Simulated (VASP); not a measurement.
# In3Ga5As5P3 (P1) in VASP: single point with PBEsol

Aim: the single point of In3Ga5As5P3 with PBEsol.

All numbers are computed with VASP 6.6.1; they aren't measurements. Logs are shortened: lines on timing, memory, paths and dates and some standing lists are left out, and cuts for length are marked.

### 1 The cell of the first run

The typed cell holds 64 atoms: a = 11.490 Å, b = 11.490 Å, c = 11.490 Å, α = 90.00°, β = 90.00°, γ = 90.00°.

### 2 Single point, PBEsol

The input, INCAR:

```
SYSTEM = In3Ga5As5P3
PREC = Accurate ; ENCUT = 520
EDIFF = 1E-7 ; ISMEAR = -1
SIGMA = 0.05 ; LREAL = Auto
LASPH = .TRUE. ; NELM = 60
ALGO = Normal ; ISIF = 2
LWAVE = .FALSE. ; LCHARG = .TRUE.
GGA = PS ; LELF = .TRUE.
LVHAR = .TRUE. ; NBANDS = 326
NCORE = 4
```

The input, KPOINTS:

```
Automatic mesh
0
Gamma
  1 1 1
  0.5 0.5 0.5
```

The input, POSCAR:

```
In3Ga5As5P3
1.0
   11.4895689417      0.0000000000      0.0000000000
    0.0000000000     11.4895689417      0.0000000000
    0.0000000000      0.0000000000     11.4895689417
Ga As P In
20 20 12 12
Direct
    0.9928180000      0.9999510000      0.0074860000
    0.0069020000      0.0024240000      0.4957290000
    0.9978590000      0.4990470000      0.0087490000
    0.9999240000      0.5062960000      0.4896660000
    0.4995330000      0.0001630000      0.0030540000
    0.5020030000      0.9999870000      0.4944440000
    0.5041170000      0.4999070000      0.0047770000
    0.4932350000      0.4956270000      0.4944500000
    0.2519900000      0.2490240000      0.0029120000
    0.7502830000      0.2461790000      0.0033450000
    0.7483010000      0.7527130000      0.0110320000
    0.2517820000      0.0002250000      0.2434410000
    0.2483000000      0.0066060000      0.7476020000
    0.2510460000      0.4987500000      0.2512220000
    0.7519740000      0.9955580000      0.2471510000
    0.7512050000      0.5050740000      0.2448240000
    0.0005830000      0.2497550000      0.2464560000
    0.9918540000      0.7506980000      0.2465600000
    0.5012200000      0.2499780000      0.2446950000
    0.4946550000      0.2513750000      0.7501930000
    0.1252150000      0.1250800000      0.1243080000
    0.1204200000      0.6223700000      0.1333820000
    0.6270800000      0.1230360000      0.1255790000
    0.6132870000      0.1251450000      0.6270180000
    0.6160220000      0.6212160000      0.6148330000
    0.3751950000      0.3753160000      0.1254450000
    0.3743700000      0.8854230000      0.6243610000
    0.8718290000      0.3728100000      0.1264990000
    0.8849260000      0.3808840000      0.6172550000
    0.8795020000      0.8834850000      0.6176320000
    0.3807930000      0.1199580000      0.3659070000
    0.3738190000      0.1259170000      0.8748070000
    0.8822150000      0.1183120000      0.3660550000
    0.8736510000      0.6283300000      0.8911480000
    0.1205600000      0.3785720000      0.3690960000
    0.1255600000      0.3754000000      0.8885510000
    0.1202870000      0.8784950000      0.3630750000
    0.1245690000      0.8893990000      0.8761480000
    0.6189070000      0.3835170000      0.3634900000
    0.6188060000      0.3649410000      0.8826770000
    0.1254240000      0.1141810000      0.6239410000
    0.1205200000      0.6160130000      0.6168590000
    0.6315890000      0.6214020000      0.1208150000
    0.3865090000      0.3740580000      0.6240330000
    0.3770180000      0.8866700000      0.1256710000
    0.8717420000      0.8730970000      0.1271600000
    0.3748350000      0.6121710000      0.3718070000
    0.3829430000      0.6183260000      0.8852730000
    0.8735660000      0.1244730000      0.8922880000
    0.8787500000      0.6214080000      0.3632860000
    0.6255410000      0.8870100000      0.3707740000
    0.6249900000      0.8731880000      0.8960490000
    0.2517650000      0.2480580000      0.5021850000
    0.2534810000      0.7526430000      0.0030770000
    0.2490300000      0.7454790000      0.4948690000
    0.7485170000      0.2505070000      0.4936900000
    0.7509860000      0.7509260000      0.4882130000
    0.2550290000      0.4989760000      0.7495440000
    0.7469700000      0.9999380000      0.7620640000
    0.7479980000      0.4988690000      0.7526820000
    0.0012630000      0.2420330000      0.7544850000
    0.0030590000      0.7480260000      0.7482070000
    0.5012620000      0.7495660000      0.2486910000
    0.5011690000      0.7528390000      0.7587670000
```

Potentials or basis: VASP PAW PBE potentials, release 64 (Ga_d, As, P, In_d).

Run with:

```
$ cat potpaw_PBE.64/Ga_d/POTCAR potpaw_PBE.64/As/POTCAR potpaw_PBE.64/P/POTCAR potpaw_PBE.64/In_d/POTCAR > POTCAR
$ mpirun -np 4 vasp_std > vasp.out
```

OUTCAR:

```text
SYSTEM = In3Ga5As5P3
   PREC = Accurate
   ENCUT = 520
   EDIFF = 1E-7
   ISMEAR = -1
   LREAL = Auto
   LASPH = .TRUE.
   NELM = 60
   ISIF = 2
   GGA = PS

 ion  position               nearest neighbor table
   1  0.993  1.000  0.007-  49 2.38  46 2.44  38 2.49  21 2.49
   2  0.007  0.002  0.496-  41 2.38  30 2.44  33 2.46  37 2.46
   3  0.998  0.499  0.009-  28 2.46  22 2.46  34 2.46  36 2.47
   4  1.000  0.506  0.490-  42 2.38  50 2.41  29 2.44  35 2.45
   5  0.500  0.000  0.003-  45 2.38  52 2.39  23 2.47  32 2.52
   6  0.502  1.000  0.494-  51 2.39  31 2.45  24 2.45  27 2.47
[... 45 lines left out ...]
  52  0.625  0.873  0.896-  11 2.38   5 2.39  64 2.53  59 2.54
  53  0.252  0.248  0.502-  41 2.54  44 2.54  31 2.61  35 2.62
  54  0.253  0.753  0.003-  45 2.52  48 2.53  38 2.61  22 2.61  64 4.00  63 4.01
  55  0.249  0.745  0.495-  42 2.52  47 2.54  37 2.61  27 2.62
  56  0.749  0.251  0.494-  29 2.59  39 2.61  33 2.61  24 2.61
  57  0.751  0.751  0.488-  51 2.52  50 2.54  30 2.59  25 2.60  63 3.98
  58  0.255  0.499  0.750-  44 2.53  48 2.54  42 2.55  36 2.60
  59  0.747  1.000  0.762-  49 2.53  52 2.54  24 2.61  30 2.62  64 4.00
  60  0.748  0.499  0.753-  29 2.59  25 2.60  40 2.61  34 2.61
  61  0.001  0.242  0.754-  41 2.54  49 2.55  36 2.60  29 2.61
  62  0.003  0.748  0.748-  42 2.53  30 2.59  38 2.60  34 2.61
  63  0.501  0.750  0.249-  51 2.55  45 2.55  43 2.56  47 2.57  57 3.98  54 4.01
  64  0.501  0.753  0.759-  48 2.52  52 2.53  25 2.60  27 2.61  54 4.00  59 4.00

  LATTYP: Found a simple cubic cell.
 ALAT       =    11.4895689417

  Lattice vectors:

 A1 = (  11.4895689417,   0.0000000000,   0.0000000000)
 A2 = (   0.0000000000,  11.4895689417,   0.0000000000)
 A3 = (   0.0000000000,   0.0000000000,  11.4895689417)

Analysis of symmetry for initial positions (statically):
=====================================================================
 Subroutine PRICEL returns:
 Original cell was already a primitive cell.

 Routine SETGRP: Setting up the symmetry group for a
 simple cubic supercell.

 Subroutine GETGRP returns: Found  1 space group operations
 (whereof  1 operations were pure point group operations)
 out of a pool of 48 trial point group operations.

The static configuration has the point symmetry C_1 .

Analysis of symmetry for dynamics (positions and initial velocities):
=====================================================================
 Subroutine PRICEL returns:
 Original cell was already a primitive cell.

 Routine SETGRP: Setting up the symmetry group for a
 simple cubic supercell.

 Subroutine GETGRP returns: Found  1 space group operations
 (whereof  1 operations were pure point group operations)
 out of a pool of 48 trial point group operations.

The dynamic configuration has the point symmetry C_1 .

 Subroutine INISYM returns: Found  1 space group operations
 (whereof  1 operations are pure point group operations),
 and found     1 'primitive' translations

----------------------------------------------------------------------------------------

                                     Primitive cell

  volume of cell :    1516.7402

  direct lattice vectors                    reciprocal lattice vectors
    11.489568942  0.000000000  0.000000000     0.087035467  0.000000000  0.000000000
     0.000000000 11.489568942  0.000000000     0.000000000  0.087035467  0.000000000
     0.000000000  0.000000000 11.489568942     0.000000000  0.000000000  0.087035467

  length of vectors
    11.489568942 11.489568942 11.489568942     0.087035467  0.087035467  0.087035467

  position of ions in fractional coordinates (direct lattice)
     0.992818000  0.999951000  0.007486000
     0.006902000  0.002424000  0.495729000
     0.997859000  0.499047000  0.008749000
     0.999924000  0.506296000  0.489666000
     0.499533000  0.000163000  0.003054000
     0.502003000  0.999987000  0.494444000
[... 56 lines left out ...]
     0.501262000  0.749566000  0.248691000
     0.501169000  0.752839000  0.758767000

  ion indices of the primitive-cell ions
   primitive index   ion index
                 1           1
                 2           2
                 3           3
                 4           4
                 5           5
                 6           6
[... 56 lines left out ...]
                63          63
                64          64

----------------------------------------------------------------------------------------

 KPOINTS: Automatic mesh

Automatic generation of k-mesh.
 Grid dimensions read from file:
 generate k-points for:    1    1    1

 Generating k-lattice:

  Cartesian coordinates                     Fractional coordinates (reciprocal lattice)
     0.087035467  0.000000000  0.000000000     1.000000000  0.000000000  0.000000000
     0.000000000  0.087035467  0.000000000     0.000000000  1.000000000  0.000000000
     0.000000000  0.000000000  0.087035467     0.000000000  0.000000000  1.000000000

  Length of vectors
     0.087035467  0.087035467  0.087035467

  Shift w.r.t. Gamma in fractional coordinates (k-lattice)
     0.500000000  0.500000000  0.500000000

 Subroutine IBZKPT returns following result:
 ===========================================

 Found      1 irreducible k-points:

 Following reciprocal coordinates:
            Coordinates               Weight
  0.500000  0.500000  0.500000      1.000000
   k-points           NKPTS =      1   k-points in BZ     NKDIM =      1   number of bands    NBANDS=    326
   number of dos      NEDOS =    301   number of ions     NIONS =     64
   total plane-waves  NPLWV = 729000
   dimension x,y,z NGX =    90 NGY =   90 NGZ =   90
   dimension x,y,z NGXF=   180 NGYF=  180 NGZF=  180
   ions per type =              20  20  12  12
   NGX,Y,Z   is equivalent  to a cutoff of  13.02, 13.02, 13.02 a.u.
   NGXF,Y,Z  is equivalent  to a cutoff of  26.04, 26.04, 26.04 a.u.
 SYSTEM =  In3Ga5As5P3
   PREC   = accura    normal or accurate (medium, high low for compatibility)
   ISTART =      0    job   : 0-new  1-cont  2-samecut
   ICHARG =      2    charge: 1-file 2-atom 10-const
   ISPIN  =      1    spin polarized calculation?
   LNONCOLLINEAR =      F non collinear calculations
   LSORBIT =      F    spin-orbit coupling
   LASPH  =      T    aspherical Exc in radial PAW
   ENCUT  =  520.0 eV  38.22 Ry    6.18 a.u.  21.36 21.36 21.36*2*pi/ulx,y,z
   NELM   =     60;   NELMIN=  2; NELMDL= -5     # of ELM steps
   EDIFF  = 0.1E-06   stopping-criterion for ELM
   LREAL  =      T    real-space projection
   EDIFFG = 0.1E-05   stopping-criterion for IOM
   NSW    =      0    number of steps for IOM
   IBRION =     -1    ionic relax: 0-MD 1-quasi-New 2-CG
   NFREE  =      0    steps in history (QN), initial steepest desc. (CG)
   ISIF   =      2    stress and relaxation
   ISYM   =      2    0-nonsym 1-usesym 2-fastsym
   POTIM  = 0.5000    time-step for ionic-motion
   TEBEG  =    0.0;   TEEND  =   0.0 temperature during run
   PSTRESS=    0.0 pullay stress
   NELECT =     576.0000    total number of electrons
   NUPDOWN=      -1.0000    fix difference up-down
   EMIN   =  10.00;   EMAX   =-10.00  energy-range for DOS
   EFERMI =   0.00;   METHOD = LEGACY
   ISMEAR =    -1;   SIGMA  =   0.05  broadening in eV -4-tet -1-fermi 0-gaus
   EFERMI_NEDOS =   21; number of points for ismear=-14 and -15
   IALGO  =     38    algorithm
   IMIX   =      4    mixing-type and parameters
     AMIX     =   0.40;   BMIX     =  1.00
     AMIX_MAG =   1.60;   BMIX_MAG =  1.00
  volume/ion in A,a.u.               =      23.70       159.93
  Fermi-wavevector in a.u.,A,eV,Ry     =   1.185528  2.240324 19.122680  1.405477
  Thomas-Fermi vector in A             =   2.321720
   LORBIT       =      0    0 simple, 1 ext, 2 COOP (PROOUT), +10 PAW based schemes
   GGA     = PS    functional components
   LHFCALC =     F    Hartree Fock is set to
   AEXX    =    0.0000 exact exchange contribution
   IVDW    =     0    specifies the selected vdW correction
   LEPSILON=     F    determine dielectric tensor
   LRPA    =     F    only Hartree local field effects (RPA)
 non-spin polarized calculation
  energy-cutoff  :      520.00
  volume of cell :     1516.74
 maximum number of plane-waves:     40800
 NGX is ok and might be reduce to    84
   NGX = 43   NGY = 43   NGZ = 43

 number of electron     576.0000054 magnetization

 Free energy of the ion-electron system (eV)
  ---------------------------------------------------
  ext. energy  EPLUGINS =         0.00000000
  ---------------------------------------------------
  free energy    TOTEN  =      -287.14532108 eV

  energy without entropy =     -287.14532053  energy(sigma->0) =     -287.14532080

 E-fermi :   4.7442     XC(G=0):  -9.6154

 val. band max:        3.8971495255   @ k =   0.5000   0.5000   0.5000
 cond. band min:       5.5752661639   @ k =   0.5000   0.5000   0.5000
 fundamental gap:      1.6781166385
 Fermi energy:         4.7442283434

 k-point     1 :       0.5000    0.5000    0.5000
  band No.  band energies     occupation
      1     -10.5334      2.00000
      2     -10.5314      2.00000
      3     -10.5254      2.00000
      4     -10.5131      2.00000
      5     -10.5125      2.00000
      6     -10.5039      2.00000
[... 292 lines left out ...]
    299       6.3008      0.00000
    300       6.3255      0.00000
 [bands above 300 left out]

------------------------ aborting loop because EDIFF is reached ----------------------------------------

  FORCE on cell =-STRESS in cart. coord.  units (eV):
  Direction    XX          YY          ZZ          XY          YZ          ZX
  --------------------------------------------------------------------------------------
  -------------------------------------------------------------------------------------
  Total        0.4135517      0.8702811      0.9800177      0.2130198      0.1918585     -0.5655421
  in kB        0.4368469      0.9193036      1.0352216      0.2250190      0.2026658     -0.5973988
  external PRESSURE =       0.7971240 kB  Pullay stress =       0.0000000 kB

 VOLUME and BASIS-vectors are now :
 -----------------------------------------------------------------------------
  energy-cutoff  :      520.00
  volume of cell :     1516.74
      direct lattice vectors                 reciprocal lattice vectors
    11.489568942  0.000000000  0.000000000     0.087035467  0.000000000  0.000000000
     0.000000000 11.489568942  0.000000000     0.000000000  0.087035467  0.000000000
     0.000000000  0.000000000 11.489568942     0.000000000  0.000000000  0.087035467

 POSITION                                       TOTAL-FORCE (eV/Angst)
 -----------------------------------------------------------------------------------
     11.40705     11.48901      0.08601        -0.007293      0.006174     -0.004858
      0.07930      0.02785      5.69571         0.020973      0.005833      0.005076
     11.46497      5.73383      0.10052         0.013785     -0.001382      0.008214
     11.48870      5.81712      5.62605         0.020076      0.021788     -0.006472
      5.73942      0.00187      0.03509         0.016244     -0.024485      0.006344
      5.76780     11.48942      5.68095         0.017244      0.001240     -0.019675
[... 56 lines left out ...]
      5.75928      8.61219      2.85735         0.020315     -0.013627     -0.020807
      5.75822      8.64980      8.71791         0.001149      0.001899      0.003319
 -----------------------------------------------------------------------------------
    total drift:                               -0.033457      0.008312     -0.017938

  FREE ENERGIE OF THE ION-ELECTRON SYSTEM (eV)
  ---------------------------------------------------
  free  energy   TOTEN  =      -287.1453210798 eV

  energy  without entropy=     -287.1453205298  energy(sigma->0) =     -287.14532080
```

Wall time 6.7 min (4 MPI ranks of Intel Xeon Platinum 8375C at 2.90GHz (Ice Lake), shared host); peak memory 0.53 GiB.

What came out:

* Free energy: -287.1453 eV
* Pressure: 0.1 GPa
* Largest force: 0.037 eV/Å
* Band gap on the k mesh: 1.68 eV

Forces on the atoms (eV/Å):
```
Ga  -0.007  0.006 -0.005
Ga   0.021  0.006  0.005
Ga   0.014 -0.001  0.008
Ga   0.020  0.022 -0.006
Ga   0.016 -0.024  0.006
Ga   0.017  0.001 -0.020
Ga   0.003  0.013  0.002
Ga  -0.003 -0.014  0.000
Ga  -0.009 -0.004  0.004
Ga   0.008 -0.015 -0.005
Ga  -0.026  0.025  0.010
Ga   0.004 -0.012  0.000
Ga  -0.015  0.009  0.006
Ga   0.006  0.005  0.000
Ga  -0.012 -0.018 -0.008
Ga  -0.005  0.007  0.011
Ga   0.004  0.010 -0.005
Ga  -0.009  0.003  0.007
Ga   0.011  0.006  0.011
Ga  -0.005  0.021 -0.009
As  -0.003 -0.005  0.003
As   0.017  0.002  0.000
As  -0.002  0.004 -0.001
As  -0.002 -0.004  0.002
As  -0.009  0.000 -0.016
As   0.009  0.012 -0.009
As   0.010  0.001 -0.005
As  -0.007  0.002 -0.012
As   0.005 -0.004  0.008
As  -0.009  0.002  0.019
As  -0.007 -0.004 -0.003
As  -0.001 -0.006  0.001
As   0.005  0.000  0.014
As   0.020 -0.001 -0.006
As   0.001 -0.010  0.003
As  -0.007  0.006  0.000
As   0.004  0.003  0.003
As  -0.013  0.000  0.011
As   0.006  0.009  0.002
As   0.009 -0.007 -0.005
P   -0.008  0.003 -0.017
P   -0.006 -0.022 -0.005
P   -0.002 -0.006  0.002
P    0.000 -0.003  0.010
P    0.001  0.000 -0.004
P    0.001 -0.002 -0.003
P   -0.006  0.003  0.015
P    0.004  0.000  0.006
P   -0.004 -0.002  0.007
P   -0.011 -0.003 -0.008
P   -0.002  0.003  0.012
P    0.000  0.005  0.006
In   0.000 -0.005  0.002
In  -0.017 -0.002  0.000
In  -0.019  0.007  0.003
In  -0.008 -0.001 -0.019
In   0.007  0.004 -0.021
In   0.000 -0.008 -0.016
In  -0.020 -0.007  0.008
In  -0.024 -0.010  0.013
In   0.010  0.008  0.008
In   0.020  0.000 -0.002
In   0.020 -0.014 -0.021
In   0.001  0.002  0.003
```

Caveat: the k points lie up to 0.55 Å⁻¹ apart; the PAW data sets were made with another functional, which shifts forces and pressure a little; spin-orbit coupling is left out, which moves the levels of the heavy elements. A k mesh can miss the band edges.
